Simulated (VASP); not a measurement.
# C (P-6m2) in VASP: notebook

The runs below take C through single point, with r2SCAN.

Everything below comes from runs of VASP 6.6.1. Logs are shortened: lines on timing, memory, paths and dates and some standing lists are left out, and cuts for length are marked.

## Step 1: The cell of the first run

Symmetry: P-6m2, No. 187, hexagonal system. Conventional cell: a = 2.510 Å, b = 2.510 Å, c = 17.061 Å, α = 90.00°, β = 90.00°, γ = 120.00°. C (site symmetry 3m) has 4 C at 1.54 Å within 2.1 Å. Within 2.1 Å of C (site symmetry 3m) lie 4 C at 1.54 Å. Within 2.1 Å of C (site symmetry 3m) lie 4 C at 1.54 Å. Within 2.1 Å of C (site symmetry 3m) lie 4 C at 1.54 Å. C (site symmetry 3m) has 4 C at 1.54 to 1.57 Å within 2.1 Å. Within 2.1 Å of C (site symmetry 3m) lie 4 C at 1.54 to 1.57 Å. Within 2.1 Å of C (site symmetry 3m) lie 4 C at 1.54 to 2.07 Å. C (site symmetry 3m) has 4 C at 1.54 to 1.57 Å within 2.1 Å.

## Step 2: Single point, r2SCAN (the distance across one plane changed)

Contents of POSCAR:

```
C
1.0
   -2.5098396889      0.0000000000      0.0000000000
   -1.2549198445     -2.1735849300      0.0000000000
    0.0000000000      0.0000000000     17.0606492275
C
16
Direct
    0.0000000000      0.0000000000      0.6517879229
    0.0000000000      0.0000000000      0.1664415270
    0.0000000000      1.0000000000      0.8944611208
    0.0000000000      1.0000000000      0.4091147249
    0.0000000000      0.0000000000      0.8042512648
    0.0000000000      0.0000000000      0.3189048689
    0.0000000000      1.0000000000      0.0762316709
    0.0000000000      1.0000000000      0.5615780668
    0.3333333333      0.3333333333      0.6821525200
    0.3333333333      0.3333333333      0.1968061242
    0.6666666667      0.6666666667      0.9248257180
    0.6666666667      0.6666666667      0.4394793221
    0.3333333333      0.3333333333      0.7738866676
    0.3333333333      0.3333333333      0.2885402717
    0.6666666667      0.6666666667      0.0458670738
    0.6666666667      0.6666666667      0.5312134696
```

Contents of INCAR.step1:

```
SYSTEM = C
ALGO = Normal
EDIFF = 1E-4
ENCUT = 520
GGA = PE
ISMEAR = 0
LASPH = .TRUE.
LCHARG = .FALSE.
LREAL = Auto
LWAVE = .TRUE.
NBANDS = 46
NELM = 60
PREC = Accurate
SIGMA = 0.05
```

Contents of INCAR.step2:

```
SYSTEM = C
ALGO = Normal
EDIFF = 1E-7
ENCUT = 520
ISIF = 2
ISMEAR = 0
ISTART = 1
LASPH = .TRUE.
LCHARG = .FALSE.
LMIXTAU = .TRUE.
LREAL = Auto
LWAVE = .FALSE.
METAGGA = R2SCAN
NBANDS = 46
NELM = 60
PREC = Accurate
SIGMA = 0.05
```

Contents of KPOINTS:

```
k-points
0
G
  10 10 2
  0 0 0
```

Potentials or basis: VASP PAW PBE potentials, release 64 (C).

The run is started by

```sh
$ cat potpaw_PBE.64/C/POTCAR > POTCAR
$ cp INCAR.step1 INCAR
$ mpirun -np 1 vasp_std > vasp.out
$ cp INCAR.step2 INCAR
$ mpirun -np 1 vasp_std > vasp.out
```

OUTCAR:

```text
SYSTEM = C
   EDIFF = 1E-7
   ENCUT = 520
   ISIF = 2
   ISMEAR = 0
   ISTART = 1
   LASPH = .TRUE.
   LREAL = Auto
   METAGGA = R2SCAN
   NELM = 60
   PREC = Accurate

 ion  position               nearest neighbor table
   1  0.000  0.000  0.652-   9 1.54   9 1.54   9 1.54   8 1.54
   2  0.000  0.000  0.166-  10 1.54  10 1.54  10 1.54   7 1.54
   3  0.000  0.000  0.894-  11 1.54  11 1.54  11 1.54   5 1.54
   4  0.000  0.000  0.409-  12 1.54  12 1.54  12 1.54   6 1.54
   5  0.000  0.000  0.804-  13 1.54  13 1.54  13 1.54   3 1.54
   6  0.000  0.000  0.319-  14 1.54  14 1.54  14 1.54   4 1.54
[... 8 lines left out ...]
  15  0.667  0.667  0.046-   7 1.54   7 1.54   7 1.54  11 2.07
  16  0.667  0.667  0.531-   8 1.54   8 1.54   8 1.54  12 1.57

  LATTYP: Found a hexagonal cell.
 ALAT       =     2.5098396889
 C/A-ratio  =     6.7975055550

  Lattice vectors:

 A1 = (   1.2549198445,   2.1735849300,   0.0000000000)
 A2 = (  -2.5098396889,   0.0000000000,   0.0000000000)
 A3 = (   0.0000000000,   0.0000000000,  17.0606492275)

Analysis of symmetry for initial positions (statically):
=====================================================================
 Subroutine PRICEL returns:
 Original cell was already a primitive cell.

 Routine SETGRP: Setting up the symmetry group for a
 hexagonal supercell.

 Subroutine GETGRP returns: Found 12 space group operations
 (whereof  6 operations were pure point group operations)
 out of a pool of 24 trial point group operations.

The static configuration has the point symmetry C_3v.
 The point group associated with its full space group is D_3h.

Analysis of symmetry for dynamics (positions and initial velocities):
=====================================================================
 Subroutine PRICEL returns:
 Original cell was already a primitive cell.

 Routine SETGRP: Setting up the symmetry group for a
 hexagonal supercell.

 Subroutine GETGRP returns: Found 12 space group operations
 (whereof  6 operations were pure point group operations)
 out of a pool of 24 trial point group operations.

The dynamic configuration has the point symmetry C_3v.
 The point group associated with its full space group is D_3h.

 Subroutine INISYM returns: Found 12 space group operations
 (whereof  6 operations are pure point group operations),
 and found     1 'primitive' translations

----------------------------------------------------------------------------------------

                                     Primitive cell

  volume of cell :      93.0718

  direct lattice vectors                    reciprocal lattice vectors
    -2.509839689  0.000000000  0.000000000    -0.398431822  0.230034720  0.000000000
    -1.254919845 -2.173584930  0.000000000     0.000000000 -0.460069439  0.000000000
     0.000000000  0.000000000 17.060649228     0.000000000  0.000000000  0.058614417

  length of vectors
     2.509839689  2.509839689 17.060649228     0.460069439  0.460069439  0.058614417

  position of ions in fractional coordinates (direct lattice)
     0.000000000  0.000000000  0.651787923
     0.000000000  0.000000000  0.166441527
     0.000000000  0.000000000  0.894461121
     0.000000000  0.000000000  0.409114725
     0.000000000  0.000000000  0.804251265
     0.000000000  0.000000000  0.318904869
[... 8 lines left out ...]
     0.666666667  0.666666667  0.045867074
     0.666666667  0.666666667  0.531213470

  ion indices of the primitive-cell ions
   primitive index   ion index
                 1           1
                 2           2
                 3           3
                 4           4
                 5           5
                 6           6
[... 8 lines left out ...]
                15          15
                16          16

----------------------------------------------------------------------------------------

 KPOINTS: k-points

Automatic generation of k-mesh.
 Grid dimensions read from file:
 generate k-points for:   10   10    2

 Generating k-lattice:

  Cartesian coordinates                     Fractional coordinates (reciprocal lattice)
    -0.039843182  0.023003472  0.000000000     0.100000000  0.000000000  0.000000000
     0.000000000 -0.046006944  0.000000000     0.000000000  0.100000000  0.000000000
     0.000000000  0.000000000  0.029307208     0.000000000  0.000000000  0.500000000

  Length of vectors
     0.046006944  0.046006944  0.029307208

  Shift w.r.t. Gamma in fractional coordinates (k-lattice)
     0.000000000  0.000000000  0.000000000

 Subroutine IBZKPT returns following result:
 ===========================================

 Found     28 irreducible k-points:

 Following reciprocal coordinates:
            Coordinates               Weight
  0.000000  0.000000  0.000000      1.000000
  0.100000  0.000000  0.000000      6.000000
  0.200000  0.000000  0.000000      6.000000
  0.300000  0.000000  0.000000      6.000000
  0.400000  0.000000  0.000000      6.000000
  0.500000  0.000000  0.000000      3.000000
[... 16 lines left out ...]
  0.400000  0.100000  0.500000     12.000000
  0.500000  0.100000  0.500000     12.000000
 [... further k-points ...]
   k-points           NKPTS =     28   k-points in BZ     NKDIM =     28   number of bands    NBANDS=     46
   number of dos      NEDOS =    301   number of ions     NIONS =     16
   total plane-waves  NPLWV =  51200
   dimension x,y,z NGX =    20 NGY =   20 NGZ =  128
   dimension x,y,z NGXF=    40 NGYF=   40 NGZF=  256
   ions per type =              16
   NGX,Y,Z   is equivalent  to a cutoff of  13.25, 13.25, 12.47 a.u.
   NGXF,Y,Z  is equivalent  to a cutoff of  26.50, 26.50, 24.95 a.u.
 SYSTEM =  C
   PREC   = accura    normal or accurate (medium, high low for compatibility)
   ISTART =      1    job   : 0-new  1-cont  2-samecut
   ICHARG =      0    charge: 1-file 2-atom 10-const
   ISPIN  =      1    spin polarized calculation?
   LNONCOLLINEAR =      F non collinear calculations
   LSORBIT =      F    spin-orbit coupling
   LASPH  =      T    aspherical Exc in radial PAW
   ENCUT  =  520.0 eV  38.22 Ry    6.18 a.u.   4.67  4.67 31.72*2*pi/ulx,y,z
   NELM   =     60;   NELMIN=  2; NELMDL=  0     # of ELM steps
   EDIFF  = 0.1E-06   stopping-criterion for ELM
   LREAL  =      T    real-space projection
   EDIFFG = 0.1E-05   stopping-criterion for IOM
   NSW    =      0    number of steps for IOM
   IBRION =     -1    ionic relax: 0-MD 1-quasi-New 2-CG
   NFREE  =      0    steps in history (QN), initial steepest desc. (CG)
   ISIF   =      2    stress and relaxation
   ISYM   =      2    0-nonsym 1-usesym 2-fastsym
   POTIM  = 0.5000    time-step for ionic-motion
   TEBEG  =    0.0;   TEEND  =   0.0 temperature during run
   PSTRESS=    0.0 pullay stress
   NELECT =      64.0000    total number of electrons
   NUPDOWN=      -1.0000    fix difference up-down
   EMIN   =  10.00;   EMAX   =-10.00  energy-range for DOS
   EFERMI =   0.00;   METHOD = LEGACY
   ISMEAR =     0;   SIGMA  =   0.05  broadening in eV -4-tet -1-fermi 0-gaus
   EFERMI_NEDOS =   21; number of points for ismear=-14 and -15
   IALGO  =     38    algorithm
   IMIX   =      4    mixing-type and parameters
     AMIX     =   0.40;   BMIX     =  1.00
     AMIX_MAG =   1.60;   BMIX_MAG =  1.00
  volume/ion in A,a.u.               =       5.82        39.25
  Fermi-wavevector in a.u.,A,eV,Ry     =   1.444981  2.730618 28.408554  2.087970
  Thomas-Fermi vector in A             =   2.563214
   LORBIT       =      0    0 simple, 1 ext, 2 COOP (PROOUT), +10 PAW based schemes
   METAGGA = R2SCAN    functional components
   LHFCALC =     F    Hartree Fock is set to
   AEXX    =    0.0000 exact exchange contribution
   IVDW    =     0    specifies the selected vdW correction
   LEPSILON=     F    determine dielectric tensor
   LRPA    =     F    only Hartree local field effects (RPA)
 non-spin polarized calculation
 Gauss-broadening in eV      SIGMA  =   0.05
  energy-cutoff  :      520.00
  volume of cell :       93.07
 maximum number of plane-waves:      2536
   NGX =  9   NGY =  9   NGZ = 63

 number of electron      63.9999999 magnetization

 Free energy of the ion-electron system (eV)
  ---------------------------------------------------
  ext. energy  EPLUGINS =         0.00000000
  ---------------------------------------------------
  free energy    TOTEN  =      -155.71353319 eV

  energy without entropy =     -155.71353319  energy(sigma->0) =     -155.71353319

 E-fermi :   9.6853     XC(G=0): -14.0954

 val. band max:        9.3709320916   @ k =   0.0000   0.0000   0.0000
 cond. band min:      12.8570549577   @ k =  -0.4000   0.3000   0.0000
 fundamental gap:      3.4861228661
 Fermi energy:         9.6852625209

 k-point     1 :       0.0000    0.0000    0.0000
  band No.  band energies     occupation
      1     -13.4288      2.00000
      2     -13.0747      2.00000
      3     -12.6165      2.00000
      4     -11.8160      2.00000
      5     -11.0864      2.00000
      6      -9.7099      2.00000
[... 36 lines left out ...]
     43      17.3891      0.00000
     44      17.5687      0.00000

 k-point     2 :       0.1000    0.0000    0.0000
  band No.  band energies     occupation
      1     -13.1697      2.00000
      2     -12.8164      2.00000
      3     -12.3589      2.00000
      4     -11.5604      2.00000
      5     -10.8327      2.00000
      6      -9.4622      2.00000
[... 36 lines left out ...]
     43      17.5303      0.00000
     44      18.1864      0.00000

 k-point     3 :       0.2000    0.0000    0.0000
  band No.  band energies     occupation
      1     -12.3970      2.00000
      2     -12.0462      2.00000
      3     -11.5909      2.00000
      4     -10.7987      2.00000
      5     -10.0775      2.00000
      6      -8.7253      2.00000
[... 36 lines left out ...]
     43      18.3390      0.00000
     44      18.4300      0.00000

 k-point     4 :       0.3000    0.0000    0.0000
  band No.  band energies     occupation
      1     -11.1281      2.00000
      2     -10.7824      2.00000
      3     -10.3315      2.00000
      4      -9.5501      2.00000
      5      -8.8447      2.00000
      6      -7.5275      2.00000
[... 882 lines left out ...]
     43      18.5566      0.00000
     44      19.0891      0.00000

 k-point    23 :       0.4000    0.1000    0.5000
  band No.  band energies     occupation
      1     -10.1275      2.00000
      2      -9.8307      2.00000
      3      -9.2615      2.00000
      4      -8.7321      2.00000
      5      -7.6439      2.00000
      6      -6.9861      2.00000
[... 36 lines left out ...]
     43      18.3823      0.00000
     44      18.7555      0.00000

 k-point    24 :       0.5000    0.1000    0.5000
  band No.  band energies     occupation
      1      -8.2892      2.00000
      2      -8.0156      2.00000
      3      -7.5162      2.00000
      4      -6.9566      2.00000
      5      -6.2338      2.00000
      6      -5.7684      2.00000
[... 36 lines left out ...]
     43      18.0030      0.00000
     44      18.7066      0.00000

 [... further k-points ...]

 [bands above 44 left out]

------------------------ aborting loop because EDIFF is reached ----------------------------------------

  FORCE on cell =-STRESS in cart. coord.  units (eV):
  Direction    XX          YY          ZZ          XY          YZ          ZX
  --------------------------------------------------------------------------------------
  -------------------------------------------------------------------------------------
  Total        0.5087170      0.5087170     -8.7942953      0.0000000      0.0000000      0.0000000
  in kB        8.7572688      8.7572688   -151.3887065      0.0000000      0.0000000      0.0000000
  external PRESSURE =     -44.6247229 kB  Pullay stress =       0.0000000 kB

 VOLUME and BASIS-vectors are now :
 -----------------------------------------------------------------------------
  energy-cutoff  :      520.00
  volume of cell :       93.07
      direct lattice vectors                 reciprocal lattice vectors
    -2.509839689  0.000000000  0.000000000    -0.398431822  0.230034720  0.000000000
    -1.254919845 -2.173584930  0.000000000     0.000000000 -0.460069439  0.000000000
     0.000000000  0.000000000 17.060649228     0.000000000  0.000000000  0.058614417

 POSITION                                       TOTAL-FORCE (eV/Angst)
 -----------------------------------------------------------------------------------
      0.00000      0.00000     11.11993        -0.000000     -0.000000      0.003097
      0.00000      0.00000      2.83960        -0.000000     -0.000000      0.245159
      0.00000      0.00000     15.26009        -0.000000      0.000000      2.544018
      0.00000      0.00000      6.97976        -0.000000      0.000000     -0.009028
      0.00000      0.00000     13.72105        -0.000000     -0.000000     -0.245159
      0.00000      0.00000      5.44072        -0.000000     -0.000000     -0.003097
[... 8 lines left out ...]
     -2.50984     -1.44906      0.78252         0.000000      0.000000     -1.397463
     -2.50984     -1.44906      9.06285         0.000000     -0.000000     -0.006861
 -----------------------------------------------------------------------------------
    total drift:                               -0.000000     -0.000000      0.000119

  FREE ENERGIE OF THE ION-ELECTRON SYSTEM (eV)
  ---------------------------------------------------
  free  energy   TOTEN  =      -155.7135331869 eV

  energy  without entropy=     -155.7135331869  energy(sigma->0) =     -155.71353319
```

Wall time 19 min (1 thread of Intel Xeon 8259CL, shared host); peak memory 0.26 GiB.

Results:

```yaml
Free_energy: -155.7135 eV
Pressure: -4.5 GPa
Largest_force: 2.544 eV/Å
Band_gap_on_the_k_mesh: 3.49 eV (least direct gap 3.84 eV)
```

Forces on the atoms (eV/Å):
```
C    0.000  0.000  0.003
C    0.000  0.000  0.245
C    0.000  0.000  2.544
C    0.000  0.000 -0.009
C    0.000  0.000 -0.245
C    0.000  0.000 -0.003
C    0.000  0.000 -2.544
C    0.000  0.000  0.009
C    0.000  0.000 -0.009
C    0.000  0.000 -0.050
C    0.000  0.000  1.397
C    0.000  0.000  0.007
C    0.000  0.000  0.050
C    0.000  0.000  0.009
C    0.000  0.000 -1.397
C    0.000  0.000 -0.007
```

Levels at points of the mesh, in eV from the valence-band top:
```tsv
k point	band 28	band 29	band 30	band 31	band 32	band 33	band 34	band 35	band 36	band 37
(0.00, 0.00, 0.00)	-0.45	-0.45	-0.04	-0.04	0.00	3.84	5.73	5.73	6.33	6.33
(0.50, 0.00, 0.00)	-4.48	-3.96	-3.65	-3.20	-2.80	3.60	4.95	5.29	5.63	6.02
(0.00, 0.00, 0.50)	-0.63	-0.26	-0.26	-0.11	-0.11	3.98	5.77	5.77	6.23	6.23
(0.50, 0.00, 0.50)	-4.29	-4.18	-3.44	-3.29	-2.85	3.61	4.98	5.22	5.75	6.21
```

Caveat: the cell differs from its parent crystal (the distance across one plane changed); the cell stands under tension; the PAW data sets were made with another functional, which shifts forces and pressure a little.

## Step 3: Single point, r2SCAN (the distance across one plane changed)

Contents of POSCAR:

```
C
1.0
   -2.5098396889      0.0000000000      0.0000000000
   -1.2549198445     -2.1735849300      0.0000000000
    0.0000000000      0.0000000000     17.3106492275
C
16
Direct
    0.0000000000      0.0000000000      0.6423748166
    0.0000000000      0.0000000000      0.1640377823
    0.0000000000      1.0000000000      0.8815433338
    0.0000000000      1.0000000000      0.4032062994
    0.0000000000      0.0000000000      0.7926362864
    0.0000000000      0.0000000000      0.3142992521
    0.0000000000      1.0000000000      0.0751307349
    0.0000000000      1.0000000000      0.5534677692
    0.3333333333      0.3333333333      0.6723008889
    0.3333333333      0.3333333333      0.1939638546
    0.6666666667      0.6666666667      0.9114694061
    0.6666666667      0.6666666667      0.4331323718
    0.3333333333      0.3333333333      0.7627102140
    0.3333333333      0.3333333333      0.2843731797
    0.6666666667      0.6666666667      0.0452046625
    0.6666666667      0.6666666667      0.5235416969
```

Contents of INCAR.step1:

```
SYSTEM = C
PREC = Accurate
ENCUT = 520
ISMEAR = 0
SIGMA = 0.05
LREAL = Auto
LASPH = .TRUE.
NELM = 100
NBANDS = 46
GGA = PE
ALGO = Normal
EDIFF = 1E-4
LWAVE = .TRUE.
LCHARG = .FALSE.
```

Contents of INCAR.step2:

```
SYSTEM = C
PREC = Accurate
ENCUT = 520
EDIFF = 1E-6
ISMEAR = 0
SIGMA = 0.05
LREAL = Auto
LASPH = .TRUE.
NELM = 100
ALGO = Normal
ISIF = 2
LWAVE = .FALSE.
LCHARG = .FALSE.
METAGGA = R2SCAN
LMIXTAU = .TRUE.
NBANDS = 46
ISTART = 1
```

Contents of KPOINTS:

```
regular mesh
0
G
  10 10 2
  0 0 0
```

Potentials or basis: VASP PAW PBE potentials, release 64 (C).

The run is started by

```sh
$ cat potpaw_PBE.64/C/POTCAR > POTCAR
$ cp INCAR.step1 INCAR
$ mpirun -np 1 vasp_std > vasp.out
$ cp INCAR.step2 INCAR
$ mpirun -np 1 vasp_std > vasp.out
```

Run time: 16 min. Hardware: 1 thread of Intel Xeon 8259CL, shared host; peak memory 0.27 GiB.

It converged, with:

| Item | Value |
| --- | --- |
| Free energy | -154.8311 eV |
| Pressure | -4.7 GPa |
| Largest force | 3.205 eV/Å |
| Band gap on the k mesh | 2.32 eV (least direct gap 2.95 eV) |

Forces in eV/Å, atoms in the order of the input:
```
C    0.000  0.000  0.010
C    0.000  0.000  0.393
C    0.000  0.000  3.205
C    0.000  0.000  0.010
C    0.000  0.000 -0.393
C    0.000  0.000 -0.010
C    0.000  0.000 -3.205
C    0.000  0.000 -0.010
C    0.000  0.000 -0.027
C    0.000  0.000 -0.098
C    0.000  0.000  0.511
C    0.000  0.000  0.017
C    0.000  0.000  0.098
C    0.000  0.000  0.027
C    0.000  0.000 -0.511
C    0.000  0.000 -0.017
```

Stress tensor (GPa, compression positive):
```
  0.72   0.00   0.00
  0.00   0.72   0.00
  0.00   0.00 -15.56
```

Levels at points of the mesh, in eV from the valence-band top:
```tsv
k point	band 30	band 31	band 32	band 33	band 34	band 35
(0.00, 0.00, 0.00)	-0.10	-0.10	0.00	2.95	5.67	5.67
(0.50, 0.00, 0.00)	-3.61	-3.27	-2.07	2.40	4.87	5.20
(0.00, 0.00, 0.50)	-0.31	-0.15	-0.15	3.09	5.69	5.69
(0.50, 0.00, 0.50)	-3.50	-3.33	-2.10	2.41	4.88	5.17
```

Caveat: the cell differs from its parent crystal (the distance across one plane changed); the cell stands under tension; the PAW data sets were made with another functional, which shifts forces and pressure a little. A k mesh can miss the band edges.

(Continued in part 2 of 3.)
